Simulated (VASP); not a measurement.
Wanted: the native input for a VASP 6.6.1 run.

```
Task                   : relaxation of cell and atoms
Functional             : PBE
Potentials or basis    : VASP PAW PBE potentials, release 64 (Ge_d, W_sv)
Cutoff                 : 600 eV
k mesh                 : 9 × 9 × 9
Occupations            : fermi-dirac, width 0.05 eV
Spin                   : no spin polarisation
Hubbard terms          : W d U = 2.0 eV
Dipole correction      : no
Further INCAR settings : ALGO = Normal; EDIFF = 1e-06; IBRION = 2; EDIFFG = -0.01; NSW = 60; ISIF = 3
```

The structure of GeW lies in POSCAR:

```
GeW
1.0
    0.0000000000      2.5776100000      2.5776100000
    2.5776100000      0.0000000000      2.5776100000
    2.5776100000      2.5776100000      0.0000000000
Ge W
1 1
Direct
    0.5000000000      0.5000000000      0.5000000000
    0.0000000000      0.0000000000      0.0000000000
```

These files were run (other wordings do the same):

INCAR

```
  PREC = Accurate
  ENCUT = 600
  EDIFF = 1E-6
  ISMEAR = -1
  SIGMA = 0.05
  LREAL = False
  LASPH = True
  NELM = 150
  ALGO = Normal
  ISIF = 3
  LWAVE = False
  LCHARG = False
  LMAXMIX = 4
  LDAU = True
  LDAUTYPE = 2
  LDAUL = -1 2
  LDAUU = 0 2
  LDAUJ = 0 0
  LDAUPRINT = 1
  GGA = PE
  IBRION = 2
  NSW = 60
  EDIFFG = -0.01
```

KPOINTS

```
regular mesh
0
Gamma
  9 9 9
```

Potentials or basis: VASP PAW PBE potentials, release 64 (Ge_d, W_sv).

Command:

```sh
$ cat potpaw_PBE.64/Ge_d/POTCAR potpaw_PBE.64/W_sv/POTCAR > POTCAR
$ mpirun -np 1 vasp_std > vasp.out
```

It gave:

The relaxed volume is 17.34 Å³/atom, the relaxed cell is a = 3.660 Å, b = 3.660 Å, c = 3.660 Å, α = 60.00°, β = 60.00°, γ = 60.00° and the space group after relaxing (to 0.05 Å) is Fm-3m (No. 225). The energy gained by relaxing is 1.4 meV/atom, the ionic steps are 3 and the pressure after relaxing is 0.0 GPa. The band gap on the k mesh is zero (band 14 reaches 9.52 eV, above the bottom of band 15 at 7.87 eV).

Caveat: spin-orbit coupling is left out, which moves the levels of the heavy elements; U without spin polarisation on a metal has little footing; the U is typed as a test and isn't derived for this compound.

Wall time 2.4 min on 1 thread of AMD EPYC 7R13, on a shared host, peak memory 0.16 GiB.
